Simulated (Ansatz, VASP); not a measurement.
InH2 in VASP and in Ansatz

```xyz
3
Lattice="3.7824 0.0000 0.0000 0.0000 3.7824 0.0000 0.0000 0.0000 3.1332" Properties=species:S:1:pos:R:3 pbc="T T T"
In    1.8912    1.8912    0.0000
H     0.0000    1.8912    2.6009
H     1.8912    0.0000    0.5323
```

Alike in both runs: functional PBE; k mesh 12 × 12 × 16; occupations gaussian, width 0.1 eV; no spin polarisation.

Ansatz relaxed the structure, and its values are those at the end. VASP's run is a single point on that final structure, the one shown.

|  | VASP | Ansatz |
| --- | --- | --- |
| version | VASP 6.6.1 | Ansatz 0.2.0 |
| potentials or method | VASP PAW PBE potentials, release 64 (In_d, H), cutoff 520 eV | scalar-relativistic, plane waves, PAW |
| valence electrons in the cell | 15 | 15 |

VASP gave:

- gap on the k mesh at the Fermi level (eV): none
- pressure (GPa): -0.1

Q: What did Ansatz give for the same quantities?

A: gap on the k mesh at the Fermi level (eV): none; pressure (GPa): 0.0.

A gap of «none» marks a metal or a gap that the smearing closes.
